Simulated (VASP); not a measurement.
Write the native input for VASP 6.6.1 that does the following.

```yaml
Task: relaxation of cell and atoms
Functional: PBE
Potentials_or_basis: VASP PAW PBE potentials, release 64 (Ta_pv, As)
Cutoff: 600 eV
k_mesh: 18 × 18 × 18
Occupations: gaussian, width 0.1 eV
Spin: no spin polarisation
Dipole_correction: no
Further_INCAR_settings: ALGO = Normal; EDIFF = 1e-07; IBRION = 2; EDIFFG = -0.01; NSW = 100; ISIF = 3
```

The structure of TaAs lies in POSCAR:

```
TaAs
1.0
    3.2175998679      0.0000000000      0.0000000000
    0.0000000000      3.2175998679      0.0000000000
    0.0000000000      0.0000000000      3.2175998679
Ta As
1 1
Direct
    0.5000000000      0.5000000000      0.5000000000
    0.0000000000      0.0000000000      0.0000000000
```

One way to write it, as run:

INCAR

```
  ALGO = Normal
  EDIFF = 1E-7
  EDIFFG = -0.01
  ENCUT = 600
  GGA = PE
  IBRION = 2
  ISIF = 3
  ISMEAR = 0
  LASPH = True
  LCHARG = False
  LREAL = False
  LWAVE = False
  NELM = 80
  NSW = 100
  PREC = Accurate
  SIGMA = 0.1
```

KPOINTS

```
k-points
0
Gamma
  18 18 18
```

Potentials or basis: VASP PAW PBE potentials, release 64 (Ta_pv, As).

The run is started by

```sh
$ cat potpaw_PBE.64/Ta_pv/POTCAR potpaw_PBE.64/As/POTCAR > POTCAR
$ mpirun -np 1 vasp_std > vasp.out
```

It gave:

```json
{
 "Pressure after relaxing": "-0.1 GPa",
 "Band gap on the k mesh": "zero (band 8 reaches 10.63 eV, above the bottom of band 9 at 7.29 eV)"
}
```

Caveat: the relaxation stopped at its first step, so nothing moved; spin-orbit coupling is left out, which moves the levels of the heavy elements.

Wall time 35 s on 1 thread of Intel(R) Xeon(R) 6975P-C (Granite Rapids), with other jobs on the host, peak memory 0.26 GiB.
